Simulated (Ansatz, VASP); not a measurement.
Mo: VASP beside Ansatz

INCAR

```
PREC = Accurate ; ENCUT = 500
EDIFF = 1E-6 ; ISMEAR = 0
SIGMA = 0.1 ; LREAL = False
LASPH = True ; NELM = 120
ALGO = Normal ; ISIF = 2
LWAVE = False ; LCHARG = True
GGA = PE ; LELF = True
LVHAR = True ; NBANDS = 13
GGA_COMPAT = False
```

File KPOINTS:

```
regular mesh
0
Gamma
  8 8 8
```

The input POSCAR:

```
Mo
1.0
   -1.5496733214      1.5496733214      1.5496733214
    1.5496733214     -1.5496733214      1.5496733214
    1.5496733214      1.5496733214     -1.5496733214
Mo
1
Direct
    0.0000000000      0.0000000000      0.0000000000
```

Input for Ansatz:

```yaml
crystal:
  lattice:
    - [-1.5496733214, 1.5496733214, 1.5496733214]
    - [1.5496733214, -1.5496733214, 1.5496733214]
    - [1.5496733214, 1.5496733214, -1.5496733214]
  atoms:
    - { symbol: Mo, position: [0.0, 0.0, 0.0] }
basis:
  ecutwfc: 420
kpoints:
  mp_grid: { grid: [8, 8, 8] }
hamiltonian:
  xc: pbe
scf:
  occupations: { method: gaussian, width: 0.1 }
output:
  forces: true
  stress: true
  eigenvalues: true
```

Alike in both runs: task single point; functional PBE; k mesh 8 × 8 × 8; occupations gaussian, width 0.1 eV; no spin polarisation.

|  | VASP | Ansatz |
| --- | --- | --- |
| version | VASP 6.6.1 | Ansatz 0.2.0 |
| potentials or method | VASP PAW PBE potentials, release 64 (Mo_sv), cutoff 500 eV | scalar-relativistic, plane waves, PAW |
| valence electrons in the cell | 14 | 14 |

VASP gave:

* gap on the k mesh at the Fermi level (eV): none
* pressure (GPa): 18.3

Problem. Which values does Ansatz return?

Solution. gap on the k mesh at the Fermi level (eV): none; pressure (GPa): 17.7.

A gap of «none» marks a metal or a gap that the smearing closes. With one functional, cell and mesh, what is left measures potentials, basis and numerics.
